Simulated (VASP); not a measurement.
Write the native input for VASP 6.6.1 that does the following.

```
Task                   : relaxation of cell and atoms
Functional             : r2SCAN
Potentials or basis    : VASP PAW PBE potentials, release 64 (Li_sv, H)
Cutoff                 : 600 eV
k mesh                 : 10 × 10 × 10
Occupations            : fermi-dirac, width 0.02 eV
Spin                   : no spin polarisation
Dipole correction      : no
Further INCAR settings : ALGO = Normal; EDIFF = 1e-06; IBRION = 2; EDIFFG = -0.005; NSW = 80; ISIF = 3
```

Crystal: LiH.

```
Li H
1.0
     0.00000    2.00299    2.00299
     2.00299    0.00000    2.00299
     2.00299    2.00299    0.00000
Li H
1 1
Direct
  0.00000 0.00000 0.00000
  0.50000 0.50000 0.50000
```

These files were run (other wordings do the same):

POSCAR

```
LiH
1.0
    0.0000000000      2.0029948666      2.0029948666
    2.0029948666      0.0000000000      2.0029948666
    2.0029948666      2.0029948666      0.0000000000
Li H
1 1
Direct
    0.0000000000      0.0000000000      0.0000000000
    0.5000000000      0.5000000000      0.5000000000
```

INCAR.step1

```
SYSTEM = LiH
PREC = Accurate
ENCUT = 600
ISMEAR = -1
SIGMA = 0.02
LREAL = .FALSE.
LASPH = .TRUE.
NELM = 80
GGA = PE
ALGO = Normal
EDIFF = 1E-4
LWAVE = .TRUE.
LCHARG = .FALSE.
```

INCAR.step2

```
SYSTEM = LiH
PREC = Accurate
ENCUT = 600
EDIFF = 1E-6
ISMEAR = -1
SIGMA = 0.02
LREAL = .FALSE.
LASPH = .TRUE.
NELM = 80
ALGO = Normal
ISIF = 3
LWAVE = .FALSE.
LCHARG = .FALSE.
METAGGA = R2SCAN
LMIXTAU = .TRUE.
IBRION = 2
NSW = 80
EDIFFG = -0.005
ISTART = 1
```

KPOINTS

```
Automatic mesh
0
G
  10 10 10
  0 0 0
```

Potentials or basis: VASP PAW PBE potentials, release 64 (Li_sv, H).

Run with:

```sh
$ cat potpaw_PBE.64/Li_sv/POTCAR potpaw_PBE.64/H/POTCAR > POTCAR
$ cp INCAR.step1 INCAR
$ mpirun -np 1 vasp_std > vasp.out
$ cp INCAR.step2 INCAR
$ mpirun -np 1 vasp_std > vasp.out
```

It gave:

```
Relaxed volume                        : 7.95 Å³/atom
Relaxed cell                          : a = 2.822 Å, b = 2.822 Å, c = 2.822 Å, α = 60.00°, β = 60.00°, γ = 60.00°
Space group after relaxing (to 0.1 Å) : Fm-3m (No. 225)
Energy gained by relaxing             : 0.1 meV/atom
Ionic steps                           : 3
Pressure after relaxing               : 0.0 GPa
Band gap on the k mesh                : 3.57 eV
```

Caveat: the cutoff is under 1.25 times the usual one of these potentials, so pressure, stress and relaxed cells hold a basis-set (Pulay) error; the PAW data sets were made with another functional, which shifts forces and pressure a little.

Wall time 49 s on 1 thread of Intel(R) Xeon(R) Platinum 8259CL CPU @ 2.50GHz (Skylake/Cascade Lake), with other jobs on the host, peak memory 0.13 GiB.
